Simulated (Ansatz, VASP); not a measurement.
**One calculation of B, two programs**

Contents of POSCAR:

```
B
1.0
   -1.1625614556      1.1625614556      1.1625614556
    1.1625614556     -1.1625614556      1.1625614556
    1.1625614556      1.1625614556     -1.1625614556
B
1
Direct
    0.0000000000      0.0000000000      0.0000000000
```

Contents of INCAR.step1:

```
SYSTEM = B
PREC = Accurate
ENCUT = 520
ISMEAR = -1
SIGMA = 0.1
LREAL = .False.
LASPH = .True.
NELM = 80
NBANDS = 8
GGA = PE
ALGO = Normal
EDIFF = 1E-4
LWAVE = .True.
LCHARG = .False.
```

File INCAR.step2:

```
SYSTEM = B
PREC = Accurate
ENCUT = 520
EDIFF = 1E-7
ISMEAR = -1
SIGMA = 0.1
LREAL = .False.
LASPH = .True.
NELM = 80
ALGO = Normal
ISIF = 2
LWAVE = .False.
LCHARG = .True.
METAGGA = R2SCAN
LMIXTAU = .True.
LELF = .True.
LVHAR = .True.
NBANDS = 8
ISTART = 1
```

The input KPOINTS:

```
regular mesh
0
Gamma
  21 21 21
  0 0 0
```

Input for Ansatz:

```yaml
crystal:
  lattice:
    - [-1.1625614556, 1.1625614556, 1.1625614556]
    - [1.1625614556, -1.1625614556, 1.1625614556]
    - [1.1625614556, 1.1625614556, -1.1625614556]
  atoms:
    - { symbol: B, position: [0.0, 0.0, 0.0] }
hamiltonian:
  xc: r2scan
  pseudopotentials:
    kind: paw
    azcp:
      B: "pseudopotentials/B.paw.azcp"
basis:
  ecutwfc: 500
  fft_grid_basis: typed
kpoints:
  mp_grid: { grid: [21, 21, 21], shift: [0, 0, 0] }
magnetization:
  spin_polarized: false
scf:
  occupations: { method: fermi_dirac, width: 0.1 }
  lower_state_search: "off"
output:
  stress: true
```

Alike in both runs: task single point; functional r2SCAN; k mesh 21 × 21 × 21; occupations fermi-dirac, width 0.1 eV; no spin polarisation.

```csv
,VASP,Ansatz
version,VASP 6.6.1,Ansatz 0.2.0
potentials or method,"VASP PAW PBE potentials, release 64 (B), cutoff 520 eV","plane waves (500 eV) with PAW, scalar-relativistic"
valence electrons in the cell,3,3
```

```csv
,VASP,Ansatz,Ansatz less VASP
pressure (GPa),-8.9,-8.6,+0.25
```

VASP's potentials were made for PBE, not for r2SCAN.
